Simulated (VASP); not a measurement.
VAu, 2 atoms in the cell. Symmetry: R-3m, No. 166, trigonal system. Conventional cell: a = 2.821 Å, b = 2.821 Å, c = 13.833 Å, α = 90.00°, β = 90.00°, γ = 120.00°. V (site symmetry -3m) has 6 V at 2.82 Å and 6 Au at 2.82 Å within 3.7 Å. Au (site symmetry -3m) has 6 Au at 2.82 Å and 6 V at 2.82 Å within 3.7 Å. 

- Program: VASP 6.6.1
- Task: single point
- Functional: PBEsol
- Potentials or basis: VASP PAW PBE potentials, release 64 (V_sv, Au)
- Cutoff: 500 eV
- k mesh: 14 × 14 × 14
- Occupations: fermi-dirac, width 0.05 eV
- Spin: collinear spin, ferromagnetic start
- Starting moments: [0.4, 0.0] μB
- Fixed moment: 0.4 μB
- Dipole correction: no
- Further INCAR settings: ALGO = Normal; EDIFF = 1e-06; NBANDS = 23

Potentials or basis: VASP PAW PBE potentials, release 64 (V_sv, Au).

Command:

```bash
$ cat potpaw_PBE.64/V_sv/POTCAR potpaw_PBE.64/Au/POTCAR > POTCAR
$ mpirun -np 1 vasp_std > vasp.out
```

Hardware: 1 thread of Intel(R) Xeon(R) Platinum 8259CL CPU @ 2.50GHz (Skylake/Cascade Lake), on a shared host.

Q: How long does it take, and how much memory?

A: Wall time 11 min on 1 thread of Intel(R) Xeon(R) Platinum 8259CL CPU @ 2.50GHz (Skylake/Cascade Lake), on a shared host, peak memory 0.47 GiB. Counts: scf iterations 12, k points 288.
